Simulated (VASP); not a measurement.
Write the native input for VASP 6.6.1 that does the following.

```
Task                   : relaxation of cell and atoms
Functional             : PBE
Potentials or basis    : VASP PAW PBE potentials, release 64 (Ge_d)
Cutoff                 : 600 eV
k mesh                 : 4 × 4 × 4
Occupations            : gaussian, width 0.1 eV
Spin                   : no spin polarisation
Dipole correction      : no
Further INCAR settings : ALGO = Normal; EDIFF = 1e-06; IBRION = 2; EDIFFG = -0.04; NSW = 90; ISIF = 3
```

The structure of Ge lies in POSCAR:

```
Ge
1.0
    2.7410856100     -2.8462686200      0.0000000000
    2.7410856100      2.8462686200      0.0000000000
   -0.9939682600      0.0000000000      6.2181468900
Ge
6
Direct
    0.1584272600      0.4526645600      0.3780588900
    0.5473354400      0.8415727400      0.1219411100
    0.8415727400      0.5473354400      0.6219411100
    0.4526645600      0.1584272600      0.8780588900
    0.0000000000      0.5000000000      0.0000000000
    0.5000000000      0.0000000000      0.5000000000
```

These files were run (other wordings do the same):

INCAR

```
ALGO = Normal ; EDIFF = 1E-6
EDIFFG = -0.04 ; ENCUT = 600
GGA = PE ; IBRION = 2
ISIF = 3 ; ISMEAR = 0
LASPH = T ; LCHARG = F
LREAL = F ; LWAVE = F
NELM = 60 ; NSW = 90
PREC = Accurate ; SIGMA = 0.1
```

KPOINTS

```
k-points
0
Gamma
  4 4 4
```

Potentials or basis: VASP PAW PBE potentials, release 64 (Ge_d).

Run with:

```console
$ cat potpaw_PBE.64/Ge_d/POTCAR > POTCAR
$ mpirun -np 1 vasp_std > vasp.out
```

Results of the run:

| Property | Result |
| --- | --- |
| Relaxed volume | 20.56 Å³/atom |
| Relaxed cell | a = 4.229 Å, b = 4.229 Å, c = 7.497 Å, α = 105.45°, β = 105.45°, γ = 93.27° |
| Space group after relaxing (to 0.05 Å) | C2/c (No. 15) |
| Energy gained by relaxing | 738.2 meV/atom |
| Ionic steps | 33 |
| Pressure after relaxing | 0.0 GPa |
| Largest force after relaxing | 0.024 eV/Å |
| Band gap on the k mesh | zero (band 42 reaches 6.30 eV, above the bottom of band 43 at 5.36 eV) |

Caveat: the k points lie up to 0.39 Å⁻¹ apart in the final cell; the volume moved by over 15 % at a fixed basis, so the end points are rough.

Wall time 27 min on 1 thread of AMD EPYC 9R45 96-Core Processor (Zen 5), with other jobs on the host, peak memory 0.25 GiB.
